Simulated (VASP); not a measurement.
# KBr (Fm-3m) in VASP: notebook

KBr is run at these levels: LDA; tasks: single point, relaxation of cell and atoms.

All numbers are computed with VASP 6.6.1; they aren't measurements. Logs are shortened: lines on timing, memory, paths and dates and some standing lists are left out, and cuts for length are marked.

### 1 The cell of the first run

The structure is cubic, space group Fm-3m (No. 225). Conventional cell: a = 6.203 Å, b = 6.203 Å, c = 6.203 Å, α = 90.00°, β = 90.00°, γ = 90.00°. K (site symmetry m-3m) has 6 Br at 3.10 Å within 4.1 Å. Within 4.1 Å of Br (site symmetry m-3m) lie 6 K at 3.10 Å.

### 2 Single point, LDA

Input file INCAR:

```
  ALGO = Normal
  EDIFF = 1E-6
  ENCUT = 500
  GGA = CA
  GGA_COMPAT = F
  ISIF = 2
  ISMEAR = 0
  LASPH = T
  LCHARG = T
  LELF = T
  LREAL = F
  LVHAR = T
  LWAVE = F
  NBANDS = 15
  NELM = 120
  PREC = Accurate
  SIGMA = 0.01
```

Input file KPOINTS:

```
k-points
0
Gamma
  6 6 6
```

Input file POSCAR:

```
KBr
1.0
    0.0000000000      3.1014012181      3.1014012181
    3.1014012181      0.0000000000      3.1014012181
    3.1014012181      3.1014012181      0.0000000000
K Br
1 1
Direct
    0.0000000000      0.0000000000      0.0000000000
    0.5000000000      0.5000000000      0.5000000000
```

Potentials or basis: VASP PAW LDA potentials, release 64 (K_sv, Br).

Started as:

```
cat potpaw_LDA.64/K_sv/POTCAR potpaw_LDA.64/Br/POTCAR > POTCAR
mpirun -np 1 vasp_std > vasp.out
```

OUTCAR:

```text
EDIFF = 1E-6
   ENCUT = 500
   GGA = CA
   ISIF = 2
   ISMEAR = 0
   LASPH = T
   LREAL = F
   NELM = 120
   PREC = Accurate

 ion  position               nearest neighbor table
   1  0.000  0.000  0.000-   2 3.10   2 3.10   2 3.10   2 3.10   2 3.10   2 3.10
   2  0.500  0.500  0.500-   1 3.10   1 3.10   1 3.10   1 3.10   1 3.10   1 3.10

  LATTYP: Found a face centered cubic cell.
 ALAT       =     6.2028024362

  Lattice vectors:

 A1 = (   0.0000000000,   3.1014012181,   3.1014012181)
 A2 = (   3.1014012181,   0.0000000000,   3.1014012181)
 A3 = (   3.1014012181,   3.1014012181,   0.0000000000)

Analysis of symmetry for initial positions (statically):
=====================================================================
 Subroutine PRICEL returns:
 Original cell was already a primitive cell.

 Routine SETGRP: Setting up the symmetry group for a
 face centered cubic supercell.

 Subroutine GETGRP returns: Found 48 space group operations
 (whereof 48 operations were pure point group operations)
 out of a pool of 48 trial point group operations.

The static configuration has the point symmetry O_h .

Analysis of symmetry for dynamics (positions and initial velocities):
=====================================================================
 Subroutine PRICEL returns:
 Original cell was already a primitive cell.

 Routine SETGRP: Setting up the symmetry group for a
 face centered cubic supercell.

 Subroutine GETGRP returns: Found 48 space group operations
 (whereof 48 operations were pure point group operations)
 out of a pool of 48 trial point group operations.

The dynamic configuration has the point symmetry O_h .

 Subroutine INISYM returns: Found 48 space group operations
 (whereof 48 operations are pure point group operations),
 and found     1 'primitive' translations

----------------------------------------------------------------------------------------

                                     Primitive cell

  volume of cell :      59.6628

  direct lattice vectors                    reciprocal lattice vectors
     0.000000000  3.101401218  3.101401218    -0.161217451  0.161217451  0.161217451
     3.101401218  0.000000000  3.101401218     0.161217451 -0.161217451  0.161217451
     3.101401218  3.101401218  0.000000000     0.161217451  0.161217451 -0.161217451

  length of vectors
     4.386043665  4.386043665  4.386043665     0.279236817  0.279236817  0.279236817

  position of ions in fractional coordinates (direct lattice)
     0.000000000  0.000000000  0.000000000
     0.500000000  0.500000000  0.500000000

  ion indices of the primitive-cell ions
   primitive index   ion index
                 1           1
                 2           2

----------------------------------------------------------------------------------------

 KPOINTS: k-points

Automatic generation of k-mesh.
 Grid dimensions read from file:
 generate k-points for:    6    6    6

 Generating k-lattice:

  Cartesian coordinates                     Fractional coordinates (reciprocal lattice)
    -0.026869575  0.026869575  0.026869575     0.166666667  0.000000000  0.000000000
     0.026869575 -0.026869575  0.026869575     0.000000000  0.166666667  0.000000000
     0.026869575  0.026869575 -0.026869575     0.000000000  0.000000000  0.166666667

  Length of vectors
     0.046539469  0.046539469  0.046539469

  Shift w.r.t. Gamma in fractional coordinates (k-lattice)
     0.000000000  0.000000000  0.000000000

 Subroutine IBZKPT returns following result:
 ===========================================

 Found     16 irreducible k-points:

 Following reciprocal coordinates:
            Coordinates               Weight
  0.000000  0.000000  0.000000      1.000000
  0.166667  0.000000  0.000000      8.000000
  0.333333  0.000000  0.000000      8.000000
  0.500000  0.000000  0.000000      4.000000
  0.166667  0.166667  0.000000      6.000000
  0.333333  0.166667  0.000000     24.000000
[... 8 lines left out ...]
 -0.333333  0.333333  0.166667     24.000000
 -0.333333  0.500000  0.166667     12.000000
   k-points           NKPTS =     16   k-points in BZ     NKDIM =     16   number of bands    NBANDS=     15
   number of dos      NEDOS =    301   number of ions     NIONS =      2
   total plane-waves  NPLWV =  32768
   dimension x,y,z NGX =    32 NGY =   32 NGZ =   32
   dimension x,y,z NGXF=    64 NGYF=   64 NGZF=   64
   ions per type =               1   1
   NGX,Y,Z   is equivalent  to a cutoff of  12.13, 12.13, 12.13 a.u.
   NGXF,Y,Z  is equivalent  to a cutoff of  24.26, 24.26, 24.26 a.u.
 SYSTEM =  unknown system
   PREC   = accura    normal or accurate (medium, high low for compatibility)
   ISTART =      0    job   : 0-new  1-cont  2-samecut
   ICHARG =      2    charge: 1-file 2-atom 10-const
   ISPIN  =      1    spin polarized calculation?
   LNONCOLLINEAR =      F non collinear calculations
   LSORBIT =      F    spin-orbit coupling
   LASPH  =      T    aspherical Exc in radial PAW
   ENCUT  =  500.0 eV  36.75 Ry    6.06 a.u.   8.00  8.00  8.00*2*pi/ulx,y,z
   NELM   =    120;   NELMIN=  2; NELMDL= -5     # of ELM steps
   EDIFF  = 0.1E-05   stopping-criterion for ELM
   LREAL  =      F    real-space projection
[... 7 lines left out ...]
   TEBEG  =    0.0;   TEEND  =   0.0 temperature during run
   PSTRESS=    0.0 pullay stress
   NELECT =      16.0000    total number of electrons
   NUPDOWN=      -1.0000    fix difference up-down
   EMIN   =  10.00;   EMAX   =-10.00  energy-range for DOS
   EFERMI =   0.00;   METHOD = LEGACY
   ISMEAR =     0;   SIGMA  =   0.01  broadening in eV -4-tet -1-fermi 0-gaus
   EFERMI_NEDOS =   21; number of points for ismear=-14 and -15
   IALGO  =     38    algorithm
   IMIX   =      4    mixing-type and parameters
     AMIX     =   0.40;   BMIX     =  1.00
     AMIX_MAG =   1.60;   BMIX_MAG =  1.00
  volume/ion in A,a.u.               =      29.83       201.31
  Fermi-wavevector in a.u.,A,eV,Ry     =   1.055715  1.995013 15.164171  1.114535
  Thomas-Fermi vector in A             =   2.190924
   LORBIT       =      0    0 simple, 1 ext, 2 COOP (PROOUT), +10 PAW based schemes
   GGA     = CA    functional components
   LHFCALC =     F    Hartree Fock is set to
   AEXX    =    0.0000 exact exchange contribution
   IVDW    =     0    specifies the selected vdW correction
   LEPSILON=     F    determine dielectric tensor
   LRPA    =     F    only Hartree local field effects (RPA)
 non-spin polarized calculation
 Gauss-broadening in eV      SIGMA  =   0.01
  energy-cutoff  :      500.00
  volume of cell :       59.66
 maximum number of plane-waves:      1527
   NGX = 15   NGY = 15   NGZ = 15

 number of electron      15.9999996 magnetization

 Free energy of the ion-electron system (eV)
  ---------------------------------------------------
  ext. energy  EPLUGINS =         0.00000000
  ---------------------------------------------------
  free energy    TOTEN  =        -6.80148376 eV

  energy without entropy =       -6.80148376  energy(sigma->0) =       -6.80148376

 E-fermi :  -0.9476     XC(G=0):  -8.6546

 val. band max:       -1.0329761439   @ k =   0.0000   0.0000   0.0000
 cond. band min:       3.5498856484   @ k =   0.0000   0.0000   0.0000
 fundamental gap:      4.5828617924
 Fermi energy:        -0.9476232043

 k-point     1 :       0.0000    0.0000    0.0000
  band No.  band energies     occupation
      1     -28.1208      2.00000
      2     -13.6324      2.00000
      3     -11.8534      2.00000
      4     -11.8534      2.00000
      5     -11.8534      2.00000
      6      -1.0330      2.00000
      7      -1.0330      2.00000
      8      -1.0330      2.00000
      9       3.5499      0.00000
     10       6.2693      0.00000
     11       6.2693      0.00000
     12       6.2693      0.00000
     13       7.2788      0.00000
     14       7.2788      0.00000
     15      10.5817      0.00000

 k-point     2 :       0.1667    0.0000    0.0000
  band No.  band energies     occupation
      1     -28.1165      2.00000
      2     -13.7027      2.00000
      3     -11.8557      2.00000
      4     -11.8557      2.00000
      5     -11.7528      2.00000
      6      -1.5728      2.00000
      7      -1.1835      2.00000
      8      -1.1835      2.00000
      9       4.3492      0.00000
     10       6.1703      0.00000
     11       6.6631      0.00000
     12       6.6631      0.00000
     13       7.7723      0.00000
     14       7.7723      0.00000
     15      11.7191      0.00000

 k-point     3 :       0.3333    0.0000    0.0000
  band No.  band energies     occupation
      1     -28.1079      2.00000
      2     -13.8261      2.00000
      3     -11.8602      2.00000
      4     -11.8602      2.00000
      5     -11.5660      2.00000
      6      -2.3831      2.00000
      7      -1.4568      2.00000
      8      -1.4568      2.00000
      9       5.3199      0.00000
     10       6.8780      0.00000
     11       7.7217      0.00000
     12       7.7217      0.00000
     13       8.9872      0.00000
     14       8.9872      0.00000
     15      11.2679      0.00000
[... 199 lines left out ...]
 k-point    15 :      -0.3333    0.3333    0.1667
  band No.  band energies     occupation
      1     -28.0999      2.00000
      2     -13.6887      2.00000
      3     -11.9667      2.00000
      4     -11.9379      2.00000
      5     -11.6694      2.00000
      6      -2.1939      2.00000
      7      -1.7579      2.00000
      8      -1.6204      2.00000
      9       6.1123      0.00000
     10       6.4718      0.00000
     11       8.0201      0.00000
     12       8.5413      0.00000
     13       9.6146      0.00000
     14      10.1513      0.00000
     15      10.8050      0.00000

 k-point    16 :      -0.3333    0.5000    0.1667
  band No.  band energies     occupation
      1     -28.0987      2.00000
      2     -13.5794      2.00000
      3     -12.0330      2.00000
      4     -11.9680      2.00000
      5     -11.7630      2.00000
      6      -1.9574      2.00000
      7      -1.7319      2.00000
      8      -1.6270      2.00000
      9       5.1788      0.00000
     10       7.3414      0.00000
     11       7.4041      0.00000
     12       8.6786      0.00000
     13       9.3213      0.00000
     14      10.1558      0.00000
     15      10.9769      0.00000

------------------------ aborting loop because EDIFF is reached ----------------------------------------

  FORCE on cell =-STRESS in cart. coord.  units (eV):
  Direction    XX          YY          ZZ          XY          YZ          ZX
  --------------------------------------------------------------------------------------
  -------------------------------------------------------------------------------------
  Total        0.7948802      0.7948802      0.7948802     -0.0000000     -0.0000000      0.0000000
  in kB       21.3456023     21.3456023     21.3456023     -0.0000000     -0.0000000      0.0000000
  external PRESSURE =      21.3456023 kB  Pullay stress =       0.0000000 kB

 VOLUME and BASIS-vectors are now :
 -----------------------------------------------------------------------------
  energy-cutoff  :      500.00
  volume of cell :       59.66
      direct lattice vectors                 reciprocal lattice vectors
     0.000000000  3.101401218  3.101401218    -0.161217451  0.161217451  0.161217451
     3.101401218  0.000000000  3.101401218     0.161217451 -0.161217451  0.161217451
     3.101401218  3.101401218  0.000000000     0.161217451  0.161217451 -0.161217451

 POSITION                                       TOTAL-FORCE (eV/Angst)
 -----------------------------------------------------------------------------------
      0.00000      0.00000      0.00000         0.000000      0.000000      0.000000
      3.10140      3.10140      3.10140        -0.000000     -0.000000     -0.000000
 -----------------------------------------------------------------------------------
    total drift:                                0.000000     -0.000000     -0.000000

  FREE ENERGIE OF THE ION-ELECTRON SYSTEM (eV)
  ---------------------------------------------------
  free  energy   TOTEN  =        -6.8014837610 eV

  energy  without entropy=       -6.8014837610  energy(sigma->0) =       -6.80148376
```

It took 13 s on 1 thread of Intel Xeon Platinum 8259CL at 2.50GHz (Skylake/Cascade Lake), shared host; peak memory 0.15 GiB.

What came out:

```yaml
Free_energy: -6.8015 eV
Pressure: 2.1 GPa
Band_gap_on_the_k_mesh: 4.58 eV
```

### 3 Relaxation of cell and atoms, LDA, target pressure 2 GPa, at which the enthalpy is minimised

This run uses another cell than the first one, of 32.33 Å³/atom.

Input file INCAR:

```
SYSTEM = KBr
PREC     = Accurate       ! precision mode
ENCUT    = 500            ! plane-wave cutoff, eV
EDIFF    = 1E-7           ! SCF threshold, eV
ISMEAR   = 0              ! smearing method
SIGMA    = 0.01           ! smearing width, eV
LREAL    = .False.        ! projectors in reciprocal space
LASPH    = .True.         ! aspherical terms in the spheres
NELM     = 120            ! most SCF steps
ALGO     = Normal         ! electronic algorithm
ISIF     = 3              ! what is computed and relaxed
LWAVE    = .False.        ! write WAVECAR
LCHARG   = .False.        ! write CHGCAR
GGA      = CA             ! functional
IBRION   = 2              ! ionic algorithm
NSW      = 80             ! ionic steps
EDIFFG   = -0.001         ! ionic threshold
PSTRESS  = 20.0         
GGA_COMPAT= .False.      
NELMIN   = 4
```

Input file KPOINTS:

```
regular mesh
0
Gamma
  6 6 6
  0 0 0
```

Input file POSCAR:

```
KBr
1.0
    0.0000000000      3.1857999866      3.1857999866
    3.1857999866      0.0000000000      3.1857999866
    3.1857999866      3.1857999866      0.0000000000
K Br
1 1
Direct
    0.0000000000      0.0000000000      0.0000000000
    0.5000000000      0.5000000000      0.5000000000
```

Potentials or basis: VASP PAW LDA potentials, release 64 (K_sv, Br).

Started as:

```
cat potpaw_LDA.64/K_sv/POTCAR potpaw_LDA.64/Br/POTCAR > POTCAR
mpirun -np 1 vasp_std > vasp.out
```

Wall time 48 s (1 thread of Intel Xeon Platinum 8259CL at 2.50GHz (Skylake/Cascade Lake), shared host); peak memory 0.19 GiB.

The run converged. Its results:

| Item | Value |
| --- | --- |
| Free energy | -6.8056 eV |
| Relaxed volume | 29.97 Å³/atom |
| Relaxed cell | a = 4.393 Å, b = 4.393 Å, c = 4.393 Å, α = 60.00°, β = 60.00°, γ = 60.00° |
| Space group after relaxing (to 0.1 Å) | Fm-3m (No. 225) |
| Energy change on relaxing (the run minimises the enthalpy) | +14.4 meV/atom |
| Ionic steps | 5 |
| Pressure after relaxing | 2.0 GPa |
| Band gap on the k mesh | 4.57 eV |

The path:
```csv
step,energy change (eV),largest force (eV/Å),pressure (GPa),volume (Å³)
1,0.0000,0.0000,0.09,64.67
2,0.0161,0.0000,1.44,61.13
3,0.0282,0.0000,1.97,59.99
4,0.0293,0.0000,2.02,59.90
5,0.0289,0.0000,2.00,59.94
```

Final structure:
```
CELL_PARAMETERS angstrom
0.00000 3.10616 3.10616
3.10616 0.00000 3.10616
3.10616 3.10616 0.00000
ATOMIC_POSITIONS crystal
K 0.00000 0.00000 0.00000
Br 0.50000 0.50000 0.50000
```

Levels at points of the mesh, in eV from the valence-band top:
```
           k point  band 6  band 7  band 8  band 9  band 10  band 11
(0.00, 0.00, 0.00)    0.00    0.00    0.00    4.57     7.31     7.31
(0.50, 0.00, 0.00)   -1.67   -0.54   -0.54    6.62     8.56     9.96
(0.50, 0.50, 0.00)   -1.04   -0.36   -0.36    5.26     7.56     9.45
```

Caveat: the cell is relaxed towards a set pressure, so the run minimises the enthalpy, not the energy. Zero-point motion and thermal expansion aren't in these numbers.
